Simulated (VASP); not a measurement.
Runs of VASP 6.6.1 on CdI2. The structure is that of space group P-3m1 (No. 164), or close to it. The cells are those of the table. 

```csv
cell,gap on the mesh (eV),pressure (GPa),largest force (eV/Å)
"a = 4.180, b = 4.180, c = 6.859 Å, angles 90.0, 90.0, 120.0°, 3 atoms",2.37,3.2,0.29
"a = 4.308, b = 4.308, c = 6.859 Å, angles 90.0, 90.0, 120.0°, 3 atoms",2.38,0.9,(b)
"a = 4.244, b = 4.244, c = 6.859 Å, angles 90.0, 90.0, 120.0°, 3 atoms",2.39,2.0,(c)
"a = 4.371, b = 4.371, c = 6.859 Å, angles 90.0, 90.0, 120.0°, 3 atoms",(a),(d),0.11
"a = 4.117, b = 4.117, c = 6.859 Å, angles 90.0, 90.0, 120.0°, 3 atoms",2.32,4.7,0.47
```

Alike in all rows: task single point; level PBE; potentials or basis VASP PAW PBE potentials, release 64 (Cd, I); no spin polarisation; k mesh 6 × 6 × 4; cutoff (eV) 500; smearing fermi-dirac 0.05 eV.

Problem. Estimate the missing entries.

Solution. (a) 2.22; (b) 0.01; (c) 0.14; (d) 0.0.

Caveats: spin-orbit coupling is left out, which moves the levels of the heavy elements; this functional lacks dispersion, which binds the layers, so the pressure and a relaxed spacing across them are unreliable.

A k mesh can miss the band edges, and the runs leave out spin-orbit coupling on Cd, I.
